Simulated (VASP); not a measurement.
BiBrO, 6 atoms in the cell. It takes space group P4/nmm (No. 129, tetragonal). Conventional cell: a = 3.900 Å, b = 3.900 Å, c = 7.808 Å, α = 90.00°, β = 90.00°, γ = 90.00°. Bi (site symmetry 4mm) has 4 O at 2.32 Å within 3.1 Å. Br (site symmetry 4mm) has 6 Bi at 3.14 to 4.00 Å and 4 O at 3.37 Å and 8 Br at 3.60 to 3.90 Å within 4.1 Å. Within 3.1 Å of O (site symmetry -4m2) lie 4 Bi at 2.32 Å and 4 O at 2.76 Å.  This cell differs from its parent crystal: volume scaled by 0.94, then relaxed in part.

```yaml
Program: VASP 6.6.1
Task: single point
Functional: PBEsol
Potentials_or_basis: VASP PAW PBE potentials, release 64 (Bi_d, Br, O)
Cutoff: 520 eV
k_mesh: 8 × 8 × 4
Occupations: gaussian, width 0.02 eV
Spin: no spin polarisation
Dipole_correction: no
Further_INCAR_settings: ALGO = Normal; EDIFF = 1e-06; NBANDS = 37
```

Potentials or basis: VASP PAW PBE potentials, release 64 (Bi_d, Br, O).

Launch:

```sh
$ cat potpaw_PBE.64/Bi_d/POTCAR potpaw_PBE.64/Br/POTCAR potpaw_PBE.64/O/POTCAR > POTCAR
$ mpirun -np 1 vasp_std > vasp.out
```

Hardware: 1 thread of Oxide Virtual Turin-like Processor (shared host).

**Question.** How long does it take, and how much memory?

**Answer.** It took 2.3 min on 1 thread of Oxide Virtual Turin-like Processor (shared host), peak memory 0.29 GiB. Counts: scf iterations 14, k points 45.
